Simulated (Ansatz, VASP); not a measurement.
# One calculation of C, two programs

```xyz
2
Lattice="1.7103 0.0000 0.0000 -0.8551 1.4811 0.0000 0.0000 0.0000 6.6173" Properties=species:S:1:pos:R:3 pbc="T T T"
C     0.0000    0.9874    1.6543
C     0.8551    0.4937    4.9630
```

Alike in both runs: functional r2SCAN; k mesh 36 × 36 × 10; occupations gaussian, width 0.1 eV; no spin polarisation.

Ansatz relaxed the structure, and its values are those at the end. VASP's run is a single point on that final structure, the one shown.

|  | VASP | Ansatz |
| --- | --- | --- |
| version | VASP 6.6.1 | Ansatz 0.2.0 |
| potentials or method | VASP PAW PBE potentials, release 64 (C), cutoff 520 eV | scalar-relativistic, plane waves, PAW |
| valence electrons in the cell | 8 | 8 |

VASP gave:

* gap on the k mesh at the Fermi level (eV): none
* pressure (GPa): 0.2

Task: Estimate Ansatz's values.

Result: gap on the k mesh at the Fermi level (eV): none; pressure (GPa): 0.0.

VASP's potentials were made for PBE, not for r2SCAN. A gap of «none» marks a metal or a gap that the smearing closes.
